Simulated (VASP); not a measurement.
# C (Pm-3n) in VASP: a series of runs

The runs below take C through single point, relaxation of cell and atoms, with RPBE.

Program: VASP 6.6.1. These are calculated values, not measurements. Logs are shortened: lines on timing, memory, paths and dates and some standing lists are left out, and cuts for length are marked.

### Step 1. The cell of the first run

The structure is cubic, space group Pm-3n (No. 223). Conventional cell: a = 3.902 Å, b = 3.902 Å, c = 3.902 Å, α = 90.00°, β = 90.00°, γ = 90.00°. Within 2.9 Å of C (site symmetry m-3) lie 12 C at 2.18 Å. Within 2.6 Å of C (site symmetry -4m2) lie 14 C at 1.95 to 2.39 Å.

### Step 2. Single point, RPBE

The input, INCAR:

```
ALGO = Normal
EDIFF = 1E-6
ENCUT = 520
GGA = RP
ISIF = 2
ISMEAR = -1
LASPH = True
LCHARG = False
LREAL = False
LWAVE = False
NBANDS = 26
NELM = 80
PREC = Accurate
SIGMA = 0.1
```

The input, KPOINTS:

```
k-points
0
Gamma
  7 7 7
```

The input, POSCAR:

```
C
1.0
    3.9023929316      0.0000000000      0.0000000000
    0.0000000000      3.9023929316      0.0000000000
    0.0000000000      0.0000000000      3.9023929316
C
8
Direct
    0.0000000000      0.0000000000      0.0000000000
    0.5000000000      0.5000000000      0.5000000000
    0.2500000000      0.0000000000      0.5000000000
    0.7500000000      0.0000000000      0.5000000000
    0.5000000000      0.2500000000      0.0000000000
    0.5000000000      0.7500000000      1.0000000000
    1.0000000000      0.5000000000      0.2500000000
    0.0000000000      0.5000000000      0.7500000000
```

Potentials or basis: VASP PAW PBE potentials, release 64 (C).

The run is started by

```console
$ cat potpaw_PBE.64/C/POTCAR > POTCAR
$ mpirun -np 1 vasp_std > vasp.out
```

OUTCAR:

```text
EDIFF = 1E-6
   ENCUT = 520
   GGA = RP
   ISIF = 2
   ISMEAR = -1
   LASPH = True
   LREAL = False
   NELM = 80
   PREC = Accurate

 ion  position               nearest neighbor table
   1  0.000  0.000  0.000-
   2  0.500  0.500  0.500-
   3  0.250  0.000  0.500-   4 1.95   4 1.95
   4  0.750  0.000  0.500-   3 1.95   3 1.95
   5  0.500  0.250  0.000-   6 1.95   6 1.95
   6  0.500  0.750  0.000-   5 1.95   5 1.95
   7  0.000  0.500  0.250-   8 1.95   8 1.95
   8  0.000  0.500  0.750-   7 1.95   7 1.95

  LATTYP: Found a simple cubic cell.
 ALAT       =     3.9023929316

  Lattice vectors:

 A1 = (   3.9023929316,   0.0000000000,   0.0000000000)
 A2 = (   0.0000000000,   3.9023929316,   0.0000000000)
 A3 = (   0.0000000000,   0.0000000000,   3.9023929316)

Analysis of symmetry for initial positions (statically):
=====================================================================
 Subroutine PRICEL returns:
 Original cell was already a primitive cell.

 Routine SETGRP: Setting up the symmetry group for a
 simple cubic supercell.

 Subroutine GETGRP returns: Found 48 space group operations
 (whereof 24 operations were pure point group operations)
 out of a pool of 48 trial point group operations.

The static configuration has the point symmetry T_h .
 The point group associated with its full space group is O_h .

Analysis of symmetry for dynamics (positions and initial velocities):
=====================================================================
 Subroutine PRICEL returns:
 Original cell was already a primitive cell.

 Routine SETGRP: Setting up the symmetry group for a
 simple cubic supercell.

 Subroutine GETGRP returns: Found 48 space group operations
 (whereof 24 operations were pure point group operations)
 out of a pool of 48 trial point group operations.

The dynamic configuration has the point symmetry T_h .
 The point group associated with its full space group is O_h .

 Subroutine INISYM returns: Found 48 space group operations
 (whereof 24 operations are pure point group operations),
 and found     1 'primitive' translations

----------------------------------------------------------------------------------------

                                     Primitive cell

  volume of cell :      59.4283

  direct lattice vectors                    reciprocal lattice vectors
     3.902392932  0.000000000  0.000000000     0.256253027  0.000000000  0.000000000
     0.000000000  3.902392932  0.000000000     0.000000000  0.256253027  0.000000000
     0.000000000  0.000000000  3.902392932     0.000000000  0.000000000  0.256253027

  length of vectors
     3.902392932  3.902392932  3.902392932     0.256253027  0.256253027  0.256253027

  position of ions in fractional coordinates (direct lattice)
     0.000000000  0.000000000  0.000000000
     0.500000000  0.500000000  0.500000000
     0.250000000  0.000000000  0.500000000
     0.750000000  0.000000000  0.500000000
     0.500000000  0.250000000  0.000000000
     0.500000000  0.750000000  0.000000000
     0.000000000  0.500000000  0.250000000
     0.000000000  0.500000000  0.750000000

  ion indices of the primitive-cell ions
   primitive index   ion index
                 1           1
                 2           2
                 3           3
                 4           4
                 5           5
                 6           6
                 7           7
                 8           8

----------------------------------------------------------------------------------------

 KPOINTS: k-points

Automatic generation of k-mesh.
 Grid dimensions read from file:
 generate k-points for:    7    7    7

 Generating k-lattice:

  Cartesian coordinates                     Fractional coordinates (reciprocal lattice)
     0.036607575  0.000000000  0.000000000     0.142857143  0.000000000  0.000000000
     0.000000000  0.036607575  0.000000000     0.000000000  0.142857143  0.000000000
     0.000000000  0.000000000  0.036607575     0.000000000  0.000000000  0.142857143

  Length of vectors
     0.036607575  0.036607575  0.036607575

  Shift w.r.t. Gamma in fractional coordinates (k-lattice)
     0.000000000  0.000000000  0.000000000

 Subroutine IBZKPT returns following result:
 ===========================================

 Found     20 irreducible k-points:

 Following reciprocal coordinates:
            Coordinates               Weight
  0.000000  0.000000  0.000000      1.000000
  0.142857  0.000000  0.000000      6.000000
  0.285714  0.000000  0.000000      6.000000
  0.428571  0.000000  0.000000      6.000000
  0.142857  0.142857  0.000000     12.000000
  0.285714  0.142857  0.000000     24.000000
[... 12 lines left out ...]
  0.428571  0.428571  0.285714     24.000000
  0.428571  0.428571  0.428571      8.000000
   k-points           NKPTS =     20   k-points in BZ     NKDIM =     20   number of bands    NBANDS=     26
   number of dos      NEDOS =    301   number of ions     NIONS =      8
   total plane-waves  NPLWV =  27000
   dimension x,y,z NGX =    30 NGY =   30 NGZ =   30
   dimension x,y,z NGXF=    60 NGYF=   60 NGZF=   60
   ions per type =               8
   NGX,Y,Z   is equivalent  to a cutoff of  12.78, 12.78, 12.78 a.u.
   NGXF,Y,Z  is equivalent  to a cutoff of  25.56, 25.56, 25.56 a.u.
 SYSTEM =  unknown system
   PREC   = accura    normal or accurate (medium, high low for compatibility)
   ISTART =      0    job   : 0-new  1-cont  2-samecut
   ICHARG =      2    charge: 1-file 2-atom 10-const
   ISPIN  =      1    spin polarized calculation?
   LNONCOLLINEAR =      F non collinear calculations
   LSORBIT =      F    spin-orbit coupling
   LASPH  =      T    aspherical Exc in radial PAW
   ENCUT  =  520.0 eV  38.22 Ry    6.18 a.u.   7.26  7.26  7.26*2*pi/ulx,y,z
   NELM   =     80;   NELMIN=  2; NELMDL= -5     # of ELM steps
   EDIFF  = 0.1E-05   stopping-criterion for ELM
   LREAL  =      F    real-space projection
   EDIFFG = 0.1E-04   stopping-criterion for IOM
   NSW    =      0    number of steps for IOM
   IBRION =     -1    ionic relax: 0-MD 1-quasi-New 2-CG
   NFREE  =      0    steps in history (QN), initial steepest desc. (CG)
   ISIF   =      2    stress and relaxation
   ISYM   =      2    0-nonsym 1-usesym 2-fastsym
   POTIM  = 0.5000    time-step for ionic-motion
   TEBEG  =    0.0;   TEEND  =   0.0 temperature during run
   PSTRESS=    0.0 pullay stress
   NELECT =      32.0000    total number of electrons
   NUPDOWN=      -1.0000    fix difference up-down
   EMIN   =  10.00;   EMAX   =-10.00  energy-range for DOS
   EFERMI =   0.00;   METHOD = LEGACY
   ISMEAR =    -1;   SIGMA  =   0.10  broadening in eV -4-tet -1-fermi 0-gaus
   EFERMI_NEDOS =   21; number of points for ismear=-14 and -15
   IALGO  =     38    algorithm
   IMIX   =      4    mixing-type and parameters
     AMIX     =   0.40;   BMIX     =  1.00
     AMIX_MAG =   1.60;   BMIX_MAG =  1.00
  volume/ion in A,a.u.               =       7.43        50.13
  Fermi-wavevector in a.u.,A,eV,Ry     =   1.331866  2.516862 24.134922  1.773867
  Thomas-Fermi vector in A             =   2.460844
   LORBIT       =      0    0 simple, 1 ext, 2 COOP (PROOUT), +10 PAW based schemes
   GGA     = RP    functional components
   LHFCALC =     F    Hartree Fock is set to
   AEXX    =    0.0000 exact exchange contribution
   IVDW    =     0    specifies the selected vdW correction
   LEPSILON=     F    determine dielectric tensor
   LRPA    =     F    only Hartree local field effects (RPA)
 non-spin polarized calculation
  energy-cutoff  :      520.00
  volume of cell :       59.43
 maximum number of plane-waves:      1614
 NGX is ok and might be reduce to    30
   NGX = 15   NGY = 15   NGZ = 15

 number of electron      32.0000001 magnetization

 Free energy of the ion-electron system (eV)
  ---------------------------------------------------
  ext. energy  EPLUGINS =         0.00000000
  ---------------------------------------------------
  free energy    TOTEN  =       -34.33001045 eV

  energy without entropy =      -34.23881954  energy(sigma->0) =      -34.28441499

 E-fermi :   7.5136     XC(G=0): -12.5679

 val. band max:        7.4932380640   @ k =   0.4286   0.2857   0.2857
 cond. band min:       7.6025360393   @ k =   0.4286   0.2857   0.2857
 fundamental gap:      0.1092979752
 Fermi energy:         7.5136155932

 k-point     1 :       0.0000    0.0000    0.0000
  band No.  band energies     occupation
      1     -11.1591      2.00000
      2      -3.8022      2.00000
      3      -3.8022      2.00000
      4      -3.6948      2.00000
      5      -2.2570      2.00000
      6      -2.2570      2.00000
[... 18 lines left out ...]
     25      11.6999      0.00000
     26      11.6999      0.00000

 k-point     2 :       0.1429    0.0000    0.0000
  band No.  band energies     occupation
      1     -10.9907      2.00000
      2      -5.2468      2.00000
      3      -3.6540      2.00000
      4      -3.5783      2.00000
      5      -2.0912      2.00000
      6      -2.0912      2.00000
[... 18 lines left out ...]
     25      12.3941      0.00000
     26      12.4046      0.00000

 k-point     3 :       0.2857    0.0000    0.0000
  band No.  band energies     occupation
      1     -10.4860      2.00000
      2      -7.0018      2.00000
      3      -3.2126      2.00000
      4      -3.1257      2.00000
      5      -1.5972      2.00000
      6      -1.5972      2.00000
[... 18 lines left out ...]
     25      12.0704      0.00000
     26      13.1351      0.00000

 k-point     4 :       0.4286    0.0000    0.0000
  band No.  band energies     occupation
      1      -9.6480      2.00000
      2      -8.4823      2.00000
      3      -2.4942      2.00000
      4      -2.3896      2.00000
      5      -1.4393      2.00000
      6      -1.2940      2.00000
[... 18 lines left out ...]
     25      11.6880      0.00000
     26      12.7119      0.00000

 k-point     5 :       0.1429    0.1429    0.0000
  band No.  band energies     occupation
      1     -10.8224      2.00000
      2      -5.1077      2.00000
      3      -5.0665      2.00000
      4      -3.4664      2.00000
      5      -1.9260      2.00000
      6      -0.5126      2.00000
[... 18 lines left out ...]
     25      12.6113      0.00000
     26      12.6375      0.00000

 k-point     6 :       0.2857    0.1429    0.0000
  band No.  band energies     occupation
      1     -10.3182      2.00000
      2      -6.8385      2.00000
      3      -4.6108      2.00000
      4      -3.0210      2.00000
      5      -1.4338      2.00000
      6      -1.3975      2.00000
[... 311 lines left out ...]
 k-point    17 :       0.2857    0.2857    0.2857
  band No.  band energies     occupation
      1      -9.1477      2.00000
      2      -5.7250      2.00000
      3      -5.7250      2.00000
      4      -5.6560      2.00000
      5      -2.4623      2.00000
      6      -2.4623      2.00000
[... 18 lines left out ...]
     25      11.2659      0.00000
     26      11.9623      0.00000

 k-point    18 :       0.4286    0.2857    0.2857
  band No.  band energies     occupation
      1      -8.3172      2.00000
      2      -7.1639      2.00000
      3      -4.9290      2.00000
      4      -4.8688      2.00000
      5      -3.8309      2.00000
      6      -3.7474      2.00000
[... 18 lines left out ...]
     25      11.6818      0.00000
     26      11.8349      0.00000

 k-point    19 :       0.4286    0.4286    0.2857
  band No.  band energies     occupation
      1      -7.4922      2.00000
      2      -6.3692      2.00000
      3      -6.3253      2.00000
      4      -5.2161      2.00000
      5      -4.1046      2.00000
      6      -3.0717      2.00000
[... 18 lines left out ...]
     25      10.7814      0.00000
     26      10.9454      0.00000

 k-point    20 :       0.4286    0.4286    0.4286
  band No.  band energies     occupation
      1      -6.6734      2.00000
      2      -5.5662      2.00000
      3      -5.5662      2.00000
      4      -5.4795      2.00000
      5      -4.4577      2.00000
      6      -4.4577      2.00000
[... 18 lines left out ...]
     25      10.3570      0.00000
     26      10.6623      0.00000

------------------------ aborting loop because EDIFF is reached ----------------------------------------

  FORCE on cell =-STRESS in cart. coord.  units (eV):
  Direction    XX          YY          ZZ          XY          YZ          ZX
  --------------------------------------------------------------------------------------
  -------------------------------------------------------------------------------------
  Total        0.0140177      0.0140177      0.0140177      0.0000000      0.0000000     -0.0000000
  in kB        0.3779142      0.3779142      0.3779142      0.0000000      0.0000000     -0.0000000
  external PRESSURE =       0.3779142 kB  Pullay stress =       0.0000000 kB

 VOLUME and BASIS-vectors are now :
 -----------------------------------------------------------------------------
  energy-cutoff  :      520.00
  volume of cell :       59.43
      direct lattice vectors                 reciprocal lattice vectors
     3.902392932  0.000000000  0.000000000     0.256253027  0.000000000  0.000000000
     0.000000000  3.902392932  0.000000000     0.000000000  0.256253027  0.000000000
     0.000000000  0.000000000  3.902392932     0.000000000  0.000000000  0.256253027

 POSITION                                       TOTAL-FORCE (eV/Angst)
 -----------------------------------------------------------------------------------
      0.00000      0.00000      0.00000        -0.000000      0.000000      0.000000
      1.95120      1.95120      1.95120        -0.000000      0.000000      0.000000
      0.97560      0.00000      1.95120        -0.000000     -0.000000      0.000000
      2.92679      0.00000      1.95120         0.000000     -0.000000     -0.000000
      1.95120      0.97560      0.00000        -0.000000     -0.000000     -0.000000
      1.95120      2.92679      0.00000         0.000000      0.000000      0.000000
      0.00000      1.95120      0.97560        -0.000000      0.000000     -0.000000
      0.00000      1.95120      2.92679         0.000000      0.000000      0.000000
 -----------------------------------------------------------------------------------
    total drift:                                0.000000      0.000000      0.000000

  FREE ENERGIE OF THE ION-ELECTRON SYSTEM (eV)
  ---------------------------------------------------
  free  energy   TOTEN  =       -34.3300104499 eV

  energy  without entropy=      -34.2388195360  energy(sigma->0) =      -34.28441499
```

Wall time 16 s (1 thread of Intel Xeon 6975P-C (Granite Rapids), shared host); peak memory 0.16 GiB.

What came out:

```
Free energy            : -34.3300 eV
Pressure               : 0.0 GPa
Band gap on the k mesh : zero (band 16 reaches 8.42 eV, above the bottom of band 17 at 6.08 eV)
```

Caveat: the PAW data sets were made with another functional, which shifts forces and pressure a little.

### Step 3. Single point, RPBE

The input, INCAR:

```
SYSTEM = C
  PREC = Accurate
  ENCUT = 520
  EDIFF = 1E-6
  ISMEAR = -1
  SIGMA = 0.1
  LREAL = .False.
  LASPH = .True.
  NELM = 60
  ALGO = Normal
  ISIF = 2
  LWAVE = .False.
  LCHARG = .False.
  GGA = RP
  NBANDS = 26
```

The input, KPOINTS:

```
regular mesh
0
Gamma
  9 9 9
  0 0 0
```

POSCAR is that of step 2.

Potentials or basis: VASP PAW PBE potentials, release 64 (C).

The run is started by

```console
$ cat potpaw_PBE.64/C/POTCAR > POTCAR
$ mpirun -np 1 vasp_std > vasp.out
```

Run time: 23 s. Hardware: 1 thread of Intel Xeon 6975P-C (Granite Rapids), shared host; peak memory 0.17 GiB.

The run converged. Its results:

```
Free energy            : -34.2955 eV
Pressure               : 0.7 GPa
Band gap on the k mesh : zero (band 16 reaches 8.72 eV, above the bottom of band 17 at 6.02 eV)
```

Levels at points of the mesh, in eV from the Fermi level:
```
           k point  band 13  band 14  band 15  band 16  band 17  band 18  band 19  band 20
(0.00, 0.00, 0.00)    -3.08    -3.08    -3.08    -3.08    -0.88    -0.88    -0.88    -0.56
```

Caveat: the PAW data sets were made with another functional, which shifts forces and pressure a little.

(Continued in part 2 of 2.)
